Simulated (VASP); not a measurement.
Wanted: the native input for a VASP 6.6.1 run.

```yaml
Task: single point
Functional: r2SCAN
Potentials_or_basis: VASP PAW PBE potentials, release 64 (Ti_sv, O)
Cutoff: 660 eV
k_mesh: 4 × 6 × 4
Occupations: gaussian, width 0.02 eV
Spin: no spin polarisation
Dipole_correction: no
Further_INCAR_settings: ALGO = Normal; EDIFF = 1e-06; NBANDS = 60
```

TiO2:

```xyz
12
Lattice="5.4121 -5.4133 0.0000 2.7060 2.7067 0.0000 -2.6335 0.0000 4.7966" Properties=species:S:1:pos:R:3 pbc="T T T"
Ti    2.0252    1.9898    1.2075
Ti    4.7694   -0.7663    1.1700
Ti    0.7639   -1.9412    3.5715
Ti    3.4595   -4.6604    3.5968
O    -0.6257   -0.6296    3.2359
O     2.1055   -3.3671    3.2043
O     3.4355    0.6086    1.6326
O     6.1806   -2.0659    1.6225
O     2.0903   -0.6017    4.0132
O     4.7549   -3.3801    3.9920
O     0.7413    0.6790    0.8320
O     3.4120   -2.0582    0.8609
```

One way to write it, as run:

POSCAR

```
TiO2
1.0
    5.4120680000     -5.4133100000      0.0000000000
    2.7060340000      2.7066550000      0.0000000000
   -2.6335310000      0.0000000000      4.7966370000
Ti O
4 8
Direct
    0.0645626308      0.8642848890      0.2517459546
    0.5707503236      0.8583934991      0.2439151193
    0.4310335369      0.1448741314      0.7445935723
    0.9325075315      0.1431963527      0.7498493917
    0.1644908351      0.0963556891      0.6746224798
    0.6680550810      0.0920974427      0.6680239096
    0.3439982347      0.9128312660      0.3403651763
    0.8441244313      0.9249655582      0.3382574212
    0.4522604299      0.6821989493      0.8366774423
    0.9539794359      0.6591464428      0.8322532614
    0.0479754315      0.3468110033      0.1734604225
    0.5489910075      0.3375529053      0.1794721424
```

INCAR.step1

```
SYSTEM = TiO2
ALGO = Normal ; EDIFF = 1E-5
ENCUT = 660 ; GGA = PE
GGA_COMPAT = .FALSE. ; ISMEAR = 0
LASPH = .TRUE. ; LCHARG = .FALSE.
LREAL = .FALSE. ; LWAVE = .TRUE.
NBANDS = 60 ; NELM = 120
PREC = Accurate ; SIGMA = 0.02
```

INCAR.step2

```
SYSTEM = TiO2
ALGO = Normal ; EDIFF = 1E-6
ENCUT = 660 ; GGA_COMPAT = .FALSE.
ISIF = 2 ; ISMEAR = 0
ISTART = 1 ; LASPH = .TRUE.
LCHARG = .FALSE. ; LMIXTAU = .TRUE.
LREAL = .FALSE. ; LWAVE = .FALSE.
METAGGA = R2SCAN ; NBANDS = 60
NELM = 120 ; PREC = Accurate
SIGMA = 0.02
```

KPOINTS

```
k-points
0
G
  4 6 4
  0 0 0
```

Potentials or basis: VASP PAW PBE potentials, release 64 (Ti_sv, O).

The run is started by

```sh
$ cat potpaw_PBE.64/Ti_sv/POTCAR potpaw_PBE.64/O/POTCAR > POTCAR
$ cp INCAR.step1 INCAR
$ mpirun -np 1 vasp_std > vasp.out
$ cp INCAR.step2 INCAR
$ mpirun -np 1 vasp_std > vasp.out
```

Results of the run:

```json
{
 "Pressure": "-5.0 GPa",
 "Largest force": "1.122 eV/Å",
 "Band gap on the k mesh": "2.48 eV"
}
```

Caveat: the cell stands under tension; the PAW data sets were made with another functional, which shifts forces and pressure a little.

It took 50 min on 1 thread of Intel Xeon 8259CL (shared host), peak memory 0.63 GiB.
